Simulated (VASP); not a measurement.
Runs of VASP 6.6.1 on Tl. The structure is that of space group P6_3/mmc (No. 194), or close to it. The cells are those of the table. 

```csv
task,cell,cutoff (eV),gap on the mesh (eV),pressure (GPa),largest force (eV/Å)
single point,"a = 3.456, b = 3.456, c = 5.636 Å, angles 90.0, 90.0, 120.0°, 2 atoms",520,none,-2.4,-
single point,"a = 3.421, b = 3.421, c = 5.525 Å, angles 90.0, 90.0, 120.0°, 2 atoms",520,none,-1.1,-
single point,"a = 3.456, b = 3.456, c = 5.580 Å, angles 90.0, 90.0, 120.0°, 2 atoms",520,none,-2.1,-
single point,"a = 3.525, b = 3.525, c = 5.525 Å, angles 90.0, 90.0, 120.0°, 2 atoms",520,none,(a),-
single point,"a = 3.387, b = 3.387, c = 5.525 Å, angles 90.0, 90.0, 120.0°, 2 atoms",520,none,-0.3,-
single point,"a = 3.491, b = 3.491, c = 5.525 Å, angles 90.0, 90.0, 120.0°, 2 atoms",520,none,-2.3,-
single point,"a = 3.456, b = 3.456, c = 5.415 Å, angles 90.0, 90.0, 120.0°, 2 atoms",520,none,-0.9,-
single point,"a = 3.456, b = 3.486, c = 5.526 Å, angles 90.4, 91.1, 120.9°, 2 atoms",520,none,(b),0.02
electric field gradients,"a = 3.456, b = 3.441, c = 5.525 Å, angles 89.8, 89.4, 119.6°, 2 atoms",400,none,-1.8,0.01
single point,"a = 3.456, b = 3.456, c = 5.470 Å, angles 90.0, 90.0, 120.0°, 2 atoms",520,none,-1.3,-
electric field gradients,"a = 3.387, b = 3.387, c = 5.525 Å, angles 90.0, 90.0, 120.0°, 2 atoms",520,none,-0.3,-
electric field gradients,"a = 3.456, b = 3.471, c = 5.525 Å, angles 90.2, 90.6, 120.4°, 2 atoms",400,none,-1.8,0.01
```

Alike in all rows: level LDA; potentials or basis VASP PAW LDA potentials, release 64 (Tl_d); no spin polarisation; k mesh 11 × 11 × 6; smearing fermi-dirac 0.05 eV.

Task: Estimate the missing entries.

Result: (a) -2.8; (b) -1.7.

Caveats: spin-orbit coupling is left out, which moves the levels of the heavy elements.

A k mesh can miss the band edges, and the runs leave out spin-orbit coupling on Tl.

A gap of «none» marks levels without a gap at the run's occupations.
